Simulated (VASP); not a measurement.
Here is a VASP 6.6.1 calculation.

File INCAR:

```
SYSTEM = ScAl3
ALGO = Normal ; EDIFF = 1E-6
ENCUT = 520 ; GGA = PS
ISIF = 2 ; ISMEAR = -1
LASPH = .True. ; LCHARG = .False.
LREAL = .False. ; LWAVE = .False.
NBANDS = 18 ; NELM = 100
PREC = Accurate ; SIGMA = 0.1
```

Contents of KPOINTS:

```
k-points
0
Gamma
  6 6 6
  0 0 0
```

POSCAR

```
ScAl3
1.0
    4.0721396734      0.0000000000      0.0000000000
    0.0000000000      4.0721396734      0.0000000000
    0.0000000000      0.0000000000      4.0721396734
Sc Al
1 3
Direct
    0.0000000000      0.0000000000      0.0000000000
    0.5000000000      0.0000000000      0.5000000000
    0.0000000000      0.5000000000      0.5000000000
    0.5000000000      0.5000000000      0.0000000000
```

Potentials or basis: VASP PAW PBE potentials, release 64 (Sc_sv, Al).

Command:

```console
$ cat potpaw_PBE.64/Sc_sv/POTCAR potpaw_PBE.64/Al/POTCAR > POTCAR
$ mpirun -np 1 vasp_std > vasp.out
```

Q: Predict the band gap on the k mesh.

A: Zero (band 10 reaches 8.25 eV, above the bottom of band 11 at 4.35 eV).

Q: Estimate the pressure.

A: 0.1 GPa.

Caveat: the PAW data sets were made with another functional, which shifts forces and pressure a little.
